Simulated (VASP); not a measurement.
Set up this calculation in VASP 6.6.1, as the native input.

| Property | Result |
| --- | --- |
| Task | single point |
| Functional | PBE |
| Potentials or basis | VASP PAW PBE potentials, release 64 (In_d) |
| Cutoff | 520 eV |
| k mesh | 15 × 15 × 14 |
| Occupations | fermi-dirac, width 0.1 eV |
| Spin | no spin polarisation |
| Dipole correction | no |
| Further INCAR settings | ALGO = Normal; EDIFF = 1e-07; NBANDS = 12 |

The structure of In lies in POSCAR:

```
In
1.0
    2.3956314922      0.0000000000      0.0000000000
   -1.1978157461      2.0746777303      0.0000000000
    0.0000000000      0.0000000000      2.2958865758
In
1
Direct
    0.0000000000      0.0000000000      0.0000000000
```

The input as run:

INCAR

```
  PREC = Accurate
  ENCUT = 520
  EDIFF = 1E-7
  ISMEAR = -1
  SIGMA = 0.1
  LREAL = False
  LASPH = True
  NELM = 100
  ALGO = Normal
  ISIF = 2
  LWAVE = False
  LCHARG = False
  GGA = PE
  NBANDS = 12
```

KPOINTS

```
regular mesh
0
Gamma
  15 15 14
```

Potentials or basis: VASP PAW PBE potentials, release 64 (In_d).

Launch:

```console
$ cat potpaw_PBE.64/In_d/POTCAR > POTCAR
$ mpirun -np 1 vasp_std > vasp.out
```

Results of the run:

```json
{"Pressure": "322.4 GPa"}
```

Wall time 17 s on 1 thread of Intel Xeon 6975P-C, on a shared host, peak memory 0.14 GiB.
